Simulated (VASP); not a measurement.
# Bi (Pm-3m) in VASP: settings compared

Bi is run at these levels: r2SCAN, r2SCAN0; tasks: single point.

Program: VASP 6.6.1. These are calculated values, not measurements. Logs are shortened: lines on timing, memory, paths and dates and some standing lists are left out, and cuts for length are marked.

### Step 1. The cell of the first run

The structure is cubic, space group Pm-3m (No. 221). The conventional cell has a = 3.252 Å, b = 3.252 Å, c = 3.252 Å, α = 90.00°, β = 90.00°, γ = 90.00°. Within 4.3 Å of Bi (site symmetry m-3m) lie 6 Bi at 3.25 Å.

### Step 2. Single point, r2SCAN

POSCAR

```
Bi
1.0
    3.2521762864      0.0000000000      0.0000000000
    0.0000000000      3.2521762864      0.0000000000
    0.0000000000      0.0000000000      3.2521762864
Bi
1
Direct
    0.0000000000      0.0000000000      0.0000000000
```

INCAR.step1

```
SYSTEM = Bi
PREC = Accurate
ENCUT = 520
ISMEAR = -1
SIGMA = 0.1
LREAL = .FALSE.
LASPH = .TRUE.
NELM = 80
NBANDS = 14
GGA = PE
ALGO = Normal
EDIFF = 1E-4
LWAVE = .TRUE.
LCHARG = .FALSE.
```

INCAR.step2

```
SYSTEM = Bi
PREC = Accurate
ENCUT = 520
EDIFF = 1E-6
ISMEAR = -1
SIGMA = 0.1
LREAL = .FALSE.
LASPH = .TRUE.
NELM = 80
ALGO = Normal
ISIF = 2
LWAVE = .FALSE.
LCHARG = .TRUE.
METAGGA = R2SCAN
LMIXTAU = .TRUE.
LELF = .TRUE.
LVHAR = .TRUE.
NBANDS = 14
ISTART = 1
```

KPOINTS

```
regular mesh
0
G
  5 5 5
  0 0 0
```

Potentials or basis: VASP PAW PBE potentials, release 64 (Bi_d).

The run is started by

```console
$ cat potpaw_PBE.64/Bi_d/POTCAR > POTCAR
$ cp INCAR.step1 INCAR
$ mpirun -np 1 vasp_std > vasp.out
$ cp INCAR.step2 INCAR
$ mpirun -np 1 vasp_std > vasp.out
```

OUTCAR:

```text
SYSTEM = Bi
   PREC = Accurate
   ENCUT = 520
   EDIFF = 1E-6
   ISMEAR = -1
   LREAL = .FALSE.
   LASPH = .TRUE.
   NELM = 80
   ISIF = 2
   METAGGA = R2SCAN
   ISTART = 1

 ion  position               nearest neighbor table
   1  0.000  0.000  0.000-

  LATTYP: Found a simple cubic cell.
 ALAT       =     3.2521762864

  Lattice vectors:

 A1 = (   3.2521762864,   0.0000000000,   0.0000000000)
 A2 = (   0.0000000000,   3.2521762864,   0.0000000000)
 A3 = (   0.0000000000,   0.0000000000,   3.2521762864)

Analysis of symmetry for initial positions (statically):
=====================================================================
 Subroutine PRICEL returns:
 Original cell was already a primitive cell.

 Routine SETGRP: Setting up the symmetry group for a
 simple cubic supercell.

 Subroutine GETGRP returns: Found 48 space group operations
 (whereof 48 operations were pure point group operations)
 out of a pool of 48 trial point group operations.

The static configuration has the point symmetry O_h .

Analysis of symmetry for dynamics (positions and initial velocities):
=====================================================================
 Subroutine PRICEL returns:
 Original cell was already a primitive cell.

 Routine SETGRP: Setting up the symmetry group for a
 simple cubic supercell.

 Subroutine GETGRP returns: Found 48 space group operations
 (whereof 48 operations were pure point group operations)
 out of a pool of 48 trial point group operations.

The dynamic configuration has the point symmetry O_h .

 Subroutine INISYM returns: Found 48 space group operations
 (whereof 48 operations are pure point group operations),
 and found     1 'primitive' translations

----------------------------------------------------------------------------------------

                                     Primitive cell

  volume of cell :      34.3971

  direct lattice vectors                    reciprocal lattice vectors
     3.252176286  0.000000000  0.000000000     0.307486407  0.000000000  0.000000000
     0.000000000  3.252176286  0.000000000     0.000000000  0.307486407  0.000000000
     0.000000000  0.000000000  3.252176286     0.000000000  0.000000000  0.307486407

  length of vectors
     3.252176286  3.252176286  3.252176286     0.307486407  0.307486407  0.307486407

  position of ions in fractional coordinates (direct lattice)
     0.000000000  0.000000000  0.000000000

  ion indices of the primitive-cell ions
   primitive index   ion index
                 1           1

----------------------------------------------------------------------------------------

 KPOINTS: regular mesh

Automatic generation of k-mesh.
 Grid dimensions read from file:
 generate k-points for:    5    5    5

 Generating k-lattice:

  Cartesian coordinates                     Fractional coordinates (reciprocal lattice)
     0.061497281  0.000000000  0.000000000     0.200000000  0.000000000  0.000000000
     0.000000000  0.061497281  0.000000000     0.000000000  0.200000000  0.000000000
     0.000000000  0.000000000  0.061497281     0.000000000  0.000000000  0.200000000

  Length of vectors
     0.061497281  0.061497281  0.061497281

  Shift w.r.t. Gamma in fractional coordinates (k-lattice)
     0.000000000  0.000000000  0.000000000

 Subroutine IBZKPT returns following result:
 ===========================================

 Found     10 irreducible k-points:

 Following reciprocal coordinates:
            Coordinates               Weight
  0.000000  0.000000  0.000000      1.000000
  0.200000  0.000000  0.000000      6.000000
  0.400000  0.000000  0.000000      6.000000
  0.200000  0.200000  0.000000     12.000000
  0.400000  0.200000  0.000000     24.000000
  0.400000  0.400000  0.000000     12.000000
  0.200000  0.200000  0.200000      8.000000
  0.400000  0.200000  0.200000     24.000000
  0.400000  0.400000  0.200000     24.000000
  0.400000  0.400000  0.400000      8.000000
   k-points           NKPTS =     10   k-points in BZ     NKDIM =     10   number of bands    NBANDS=     14
   number of dos      NEDOS =    301   number of ions     NIONS =      1
   total plane-waves  NPLWV =  13824
   dimension x,y,z NGX =    24 NGY =   24 NGZ =   24
   dimension x,y,z NGXF=    48 NGYF=   48 NGZF=   48
   ions per type =               1
   NGX,Y,Z   is equivalent  to a cutoff of  12.27, 12.27, 12.27 a.u.
   NGXF,Y,Z  is equivalent  to a cutoff of  24.54, 24.54, 24.54 a.u.
 SYSTEM =  Bi
   PREC   = accura    normal or accurate (medium, high low for compatibility)
   ISTART =      1    job   : 0-new  1-cont  2-samecut
   ICHARG =      0    charge: 1-file 2-atom 10-const
   ISPIN  =      1    spin polarized calculation?
   LNONCOLLINEAR =      F non collinear calculations
   LSORBIT =      F    spin-orbit coupling
   LASPH  =      T    aspherical Exc in radial PAW
   ENCUT  =  520.0 eV  38.22 Ry    6.18 a.u.   6.05  6.05  6.05*2*pi/ulx,y,z
   NELM   =     80;   NELMIN=  2; NELMDL=  0     # of ELM steps
   EDIFF  = 0.1E-05   stopping-criterion for ELM
   LREAL  =      F    real-space projection
   EDIFFG = 0.1E-04   stopping-criterion for IOM
   NSW    =      0    number of steps for IOM
   IBRION =     -1    ionic relax: 0-MD 1-quasi-New 2-CG
   NFREE  =      0    steps in history (QN), initial steepest desc. (CG)
   ISIF   =      2    stress and relaxation
   ISYM   =      2    0-nonsym 1-usesym 2-fastsym
   POTIM  = 0.5000    time-step for ionic-motion
   TEBEG  =    0.0;   TEEND  =   0.0 temperature during run
   PSTRESS=    0.0 pullay stress
   NELECT =      15.0000    total number of electrons
   NUPDOWN=      -1.0000    fix difference up-down
   EMIN   =  10.00;   EMAX   =-10.00  energy-range for DOS
   EFERMI =   0.00;   METHOD = LEGACY
   ISMEAR =    -1;   SIGMA  =   0.10  broadening in eV -4-tet -1-fermi 0-gaus
   EFERMI_NEDOS =   21; number of points for ismear=-14 and -15
   IALGO  =     38    algorithm
   IMIX   =      4    mixing-type and parameters
     AMIX     =   0.40;   BMIX     =  1.00
     AMIX_MAG =   1.60;   BMIX_MAG =  1.00
  volume/ion in A,a.u.               =      34.40       232.12
  Fermi-wavevector in a.u.,A,eV,Ry     =   1.241456  2.346011 20.969460  1.541212
  Thomas-Fermi vector in A             =   2.375853
   LORBIT       =      0    0 simple, 1 ext, 2 COOP (PROOUT), +10 PAW based schemes
   METAGGA = R2SCAN    functional components
   LHFCALC =     F    Hartree Fock is set to
   AEXX    =    0.0000 exact exchange contribution
   IVDW    =     0    specifies the selected vdW correction
   LEPSILON=     F    determine dielectric tensor
   LRPA    =     F    only Hartree local field effects (RPA)
 non-spin polarized calculation
  energy-cutoff  :      520.00
  volume of cell :       34.40
 maximum number of plane-waves:       948
   NGX = 13   NGY = 13   NGZ = 13

 number of electron      14.9999997 magnetization

 Free energy of the ion-electron system (eV)
  ---------------------------------------------------
  ext. energy  EPLUGINS =         0.00000000
  ---------------------------------------------------
  free energy    TOTEN  =       -58.33712389 eV

  energy without entropy =      -58.31168436  energy(sigma->0) =      -58.32440413

 E-fermi :   6.7806     XC(G=0): -10.3877

 val. band max:        6.3680018793   @ k =   0.2000   0.2000   0.0000
 cond. band min:       6.7844607430   @ k =   0.2000   0.2000   0.2000
 fundamental gap:      0.4164588637
 Fermi energy:         6.7805729937

 k-point     1 :       0.0000    0.0000    0.0000
  band No.  band energies     occupation
      1     -17.2180      2.00000
      2     -17.2180      2.00000
      3     -16.8608      2.00000
      4     -16.8608      2.00000
      5     -16.8608      2.00000
      6      -7.2359      2.00000
      7       9.7635      0.00000
      8       9.7635      0.00000
      9       9.7635      0.00000
     10      13.5107      0.00000
     11      14.7211      0.00000
     12      14.7211      0.00000
     13      24.3919      0.00000
     14      24.3919      0.00000

 k-point     2 :       0.2000    0.0000    0.0000
  band No.  band energies     occupation
      1     -17.2129      2.00000
      2     -17.1164      2.00000
      3     -16.8925      2.00000
      4     -16.8925      2.00000
      5     -16.8582      2.00000
      6      -6.7234      2.00000
      7       5.7817      1.99991
      8      10.3205      0.00000
      9      10.3205      0.00000
     10      14.3736      0.00000
     11      15.1414      0.00000
     12      19.2776      0.00000
     13      21.7913      0.00000
     14      22.5812      0.00000

 k-point     3 :       0.4000    0.0000    0.0000
  band No.  band energies     occupation
      1     -17.2046      2.00000
      2     -16.9523      2.00000
      3     -16.9435      2.00000
      4     -16.9435      2.00000
      5     -16.8541      2.00000
      6      -5.5274      2.00000
      7       1.9237      2.00000
      8      11.4785      0.00000
      9      11.4785      0.00000
     10      15.8469      0.00000
     11      16.4233      0.00000
     12      18.5235      0.00000
     13      18.6825      0.00000
     14      19.7042      0.00000

 k-point     4 :       0.2000    0.2000    0.0000
  band No.  band energies     occupation
      1     -17.1613      2.00000
      2     -17.0591      2.00000
      3     -16.9275      2.00000
      4     -16.8904      2.00000
      5     -16.8890      2.00000
      6      -6.2132      2.00000
      7       6.2719      1.98772
      8       6.3680      1.96821
      9      10.8858      0.00000
     10      15.1714      0.00000
     11      17.1327      0.00000
     12      19.7606      0.00000
     13      20.3040      0.00000
     14      22.0450      0.00000

 k-point     5 :       0.4000    0.2000    0.0000
  band No.  band energies     occupation
      1     -17.1384      2.00000
      2     -16.9835      2.00000
      3     -16.9402      2.00000
      4     -16.9055      2.00000
      5     -16.8851      2.00000
      6      -5.0212      2.00000
      7       2.4432      2.00000
      8       7.5238      0.00118
      9      12.0644      0.00000
     10      13.8431      0.00000
     11      16.6393      0.00000
     12      19.0096      0.00000
     13      20.1296      0.00000
     14      21.5173      0.00000

 k-point     6 :       0.4000    0.4000    0.0000
  band No.  band energies     occupation
      1     -17.0764      2.00000
      2     -17.0473      2.00000
      3     -16.9352      2.00000
      4     -16.9346      2.00000
      5     -16.7836      2.00000
      6      -3.8247      2.00000
      7       3.5396      2.00000
      8       3.5997      2.00000
      9      10.6170      0.00000
     10      13.2752      0.00000
     11      17.9137      0.00000
     12      19.5712      0.00000
     13      21.0743      0.00000
     14      21.2611      0.00000

 k-point     7 :       0.2000    0.2000    0.2000
  band No.  band energies     occupation
      1     -17.0550      2.00000
      2     -17.0550      2.00000
      3     -16.9262      2.00000
      4     -16.9232      2.00000
      5     -16.9232      2.00000
      6      -5.7046      2.00000
      7       6.7845      0.98056
      8       6.8962      0.47851
      9       6.8962      0.47851
     10      16.9896      0.00000
     11      18.0452      0.00000
     12      18.0452      0.00000
     13      20.3129      0.00000
     14      20.3129      0.00000

 k-point     8 :       0.4000    0.2000    0.2000
  band No.  band energies     occupation
      1     -17.0480      2.00000
      2     -16.9811      2.00000
      3     -16.9782      2.00000
      4     -16.9195      2.00000
      5     -16.8815      2.00000
      6      -4.5151      2.00000
      7       2.9615      2.00000
      8       8.0364      0.00001
      9       8.0960      0.00000
     10      13.9218      0.00000
     11      14.9251      0.00000
     12      19.1437      0.00000
     13      21.5820      0.00000
     14      22.0971      0.00000

 k-point     9 :       0.4000    0.4000    0.2000
  band No.  band energies     occupation
      1     -17.0427      2.00000
      2     -16.9742      2.00000
      3     -16.9732      2.00000
      4     -16.9626      2.00000
      5     -16.7812      2.00000
      6      -3.3175      2.00000
      7       4.0490      2.00000
      8       4.1175      2.00000
      9       9.2684      0.00000
     10      11.1079      0.00000
     11      15.7121      0.00000
     12      16.0727      0.00000
     13      19.5093      0.00000
     14      23.5677      0.00000

 k-point    10 :       0.4000    0.4000    0.4000
  band No.  band energies     occupation
      1     -17.0361      2.00000
      2     -17.0346      2.00000
      3     -17.0346      2.00000
      4     -16.7774      2.00000
      5     -16.7774      2.00000
      6      -2.0994      2.00000
      7       5.1106      2.00000
      8       5.1106      2.00000
      9       5.3056      2.00000
     10      11.9886      0.00000
     11      13.0019      0.00000
     12      13.0019      0.00000
     13      16.0591      0.00000
     14      28.2836      0.00000

------------------------ aborting loop because EDIFF is reached ----------------------------------------

  FORCE on cell =-STRESS in cart. coord.  units (eV):
  Direction    XX          YY          ZZ          XY          YZ          ZX
  --------------------------------------------------------------------------------------
  -------------------------------------------------------------------------------------
  Total        0.0063372      0.0063372      0.0063372     -0.0000000      0.0000000     -0.0000000
  in kB        0.2951813      0.2951813      0.2951813     -0.0000000      0.0000000     -0.0000000
  external PRESSURE =       0.2951813 kB  Pullay stress =       0.0000000 kB

 VOLUME and BASIS-vectors are now :
 -----------------------------------------------------------------------------
  energy-cutoff  :      520.00
  volume of cell :       34.40
      direct lattice vectors                 reciprocal lattice vectors
     3.252176286  0.000000000  0.000000000     0.307486407  0.000000000  0.000000000
     0.000000000  3.252176286  0.000000000     0.000000000  0.307486407  0.000000000
     0.000000000  0.000000000  3.252176286     0.000000000  0.000000000  0.307486407

 POSITION                                       TOTAL-FORCE (eV/Angst)
 -----------------------------------------------------------------------------------
      0.00000      0.00000      0.00000         0.000000      0.000000      0.000000
 -----------------------------------------------------------------------------------
    total drift:                               -0.000000      0.000000     -0.000000

  FREE ENERGIE OF THE ION-ELECTRON SYSTEM (eV)
  ---------------------------------------------------
  free  energy   TOTEN  =       -58.3371238902 eV

  energy  without entropy=      -58.3116843600  energy(sigma->0) =      -58.32440413
```

Run time: 17 s. Hardware: 1 thread of AMD EPYC 7R13 (Zen 3), shared host; peak memory 0.11 GiB.

What came out:

- Free energy: -58.3371 eV
- Pressure: 0.0 GPa

Caveat: the k points lie up to 0.39 Å⁻¹ apart; the PAW data sets were made with another functional, which shifts forces and pressure a little; spin-orbit coupling is left out, which moves the levels of the heavy elements.

### Step 3. Single point, r2SCAN0

POSCAR is that of step 2.

INCAR.step1

```
SYSTEM = Bi
PREC     = Accurate       ! precision mode
ENCUT    = 520            ! plane-wave cutoff, eV
EDIFF    = 1E-5           ! SCF threshold, eV
ISMEAR   = -1             ! smearing method
SIGMA    = 0.1            ! smearing width, eV
LREAL    = .False.        ! projectors in reciprocal space
LASPH    = .True.         ! aspherical terms in the spheres
NELM     = 100            ! most SCF steps
ALGO     = Normal         ! electronic algorithm
ISIF     = 2              ! what is computed and relaxed
LWAVE    = .True.         ! write WAVECAR
LCHARG   = .False.        ! write CHGCAR
NBANDS   = 14             ! bands
GGA      = PE             ! functional
```

INCAR.step2

```
SYSTEM = Bi
PREC     = Accurate       ! precision mode
ENCUT    = 520            ! plane-wave cutoff, eV
EDIFF    = 1E-6           ! SCF threshold, eV
ISMEAR   = -1             ! smearing method
SIGMA    = 0.1            ! smearing width, eV
LREAL    = .False.        ! projectors in reciprocal space
LASPH    = .True.         ! aspherical terms in the spheres
NELM     = 100            ! most SCF steps
ALGO     = Normal         ! electronic algorithm
ISIF     = 2              ! what is computed and relaxed
LWAVE    = .False.        ! write WAVECAR
LCHARG   = .False.        ! write CHGCAR
METAGGA  = R2SCAN         ! meta-GGA
LHFCALC  = .True.         ! exact exchange
AEXX     = 0.25           ! exact-exchange fraction
LMIXTAU  = .True.       
PRECFOCK = Normal       
NBANDS   = 14             ! bands
ISTART   = 1
```

KPOINTS

```
regular mesh
0
Gamma
  5 5 5
  0 0 0
```

Potentials or basis: VASP PAW PBE potentials, release 64 (Bi_d).

The run is started by

```console
$ cat potpaw_PBE.64/Bi_d/POTCAR > POTCAR
$ cp INCAR.step1 INCAR
$ mpirun -np 1 vasp_std > vasp.out
$ cp INCAR.step2 INCAR
$ mpirun -np 1 vasp_std > vasp.out
```

Wall time 12 min (1 thread of AMD EPYC 7R13 (Zen 3), shared host); peak memory 0.13 GiB.

Results (log left out):

| Quantity | Value |
| --- | --- |
| Free energy | -46.2650 eV |
| Pressure | -1.1 GPa |

Levels at points of the mesh, in eV from the Fermi level:
| k point | band 4 | band 5 | band 6 | band 7 | band 8 | band 9 | band 10 | band 11 |
| --- | --- | --- | --- | --- | --- | --- | --- | --- |
| (0.00, 0.00, 0.00) | -25.97 | -25.97 | -15.69 | 3.63 | 3.63 | 3.63 | 7.33 | 8.69 |

Caveat: the k points lie up to 0.39 Å⁻¹ apart; the PAW data sets were made with another functional, which shifts forces and pressure a little; spin-orbit coupling is left out, which moves the levels of the heavy elements.
